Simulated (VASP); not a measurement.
Runs of VASP 6.6.1 on Cu2Au. The structure is that of space group Fm-3m (No. 225), or close to it. The cells are those of the table. 

| task | cell | k mesh | cutoff (eV) | gap on the mesh (eV) | pressure (GPa) |
| --- | --- | --- | --- | --- | --- |
| single point | a = 4.183 Å, angles 60.0°, 3 atoms | 6 × 6 × 6 | 520 | none | 0.3 |
| single point | a = 3.934 Å, angles 60.0°, 3 atoms | 6 × 6 × 6 | 520 | none | 29.8 |
| relaxation of cell and atoms | relaxed from a = 3.934 Å, angles 60.0°, 3 atoms | 6 × 6 × 6 | 600 | none | -0.3 |
| relaxation of cell and atoms | relaxed from a = 4.183 Å, angles 60.0°, 3 atoms | 14 × 14 × 14 | 600 | none | 0.1 |
| single point | a = 4.184 Å, angles 60.0°, 3 atoms | 14 × 14 × 14 | 520 | none | (a) |

Alike in all rows: level PBE; potentials or basis VASP PAW PBE potentials, release 64 (Cu, Au); no spin polarisation; smearing gaussian 0.1 eV.

Question: Estimate the missing entries.

Answer: (a) -0.1.

Caveats: spin-orbit coupling is left out, which moves the levels of the heavy elements; the relaxation stopped at its first step, so nothing moved (some runs).

A k mesh can miss the band edges, and the runs leave out spin-orbit coupling on Au.

A gap of «none» marks levels without a gap at the run's occupations.
